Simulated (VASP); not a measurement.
**SrO: single point with r2SCAN**

SrO:

```xyz
2
Lattice="0.0000 2.5799 2.5799 2.5799 0.0000 2.5799 2.5799 2.5799 0.0000" Properties=species:S:1:pos:R:3 pbc="T T T"
Sr    2.5799    2.5799    2.5799
O     0.0000    0.0000    0.0000
```

```json
{"Program": "VASP 6.6.1", "Task": "single point", "Functional": "r2SCAN", "Potentials or basis": "VASP PAW PBE potentials, release 64 (Sr_sv, O)", "Cutoff": "520 eV", "k mesh": "8 × 8 × 8", "Occupations": "gaussian, width 0.01 eV", "Spin": "no spin polarisation"}
```

The pressure is 0.5 GPa and the band gap on the k mesh is 3.75 eV, indirect (least direct gap 3.84 eV).

Levels at points of the mesh, in eV from the valence-band top:
```csv
k point,band 5,band 6,band 7,band 8,band 9,band 10,band 11,band 12
"(0.00, 0.00, 0.00)",-14.54,0.00,0.00,0.00,4.58,6.75,6.75,6.75
"(0.50, 0.00, 0.00)",-13.53,-2.10,-1.11,-1.11,7.07,8.99,9.42,9.42
"(0.50, 0.50, 0.00)",-14.89,-0.45,-0.09,-0.09,3.75,8.44,10.85,11.02
```

Run time: 89 s on 1 thread of AMD EPYC 7R43 64-Core Processor (Zen 3) (shared host), peak memory 0.14 GiB.

Caveat: the PAW data sets were made with another functional, which shifts forces and pressure a little. A k mesh can miss the band edges.
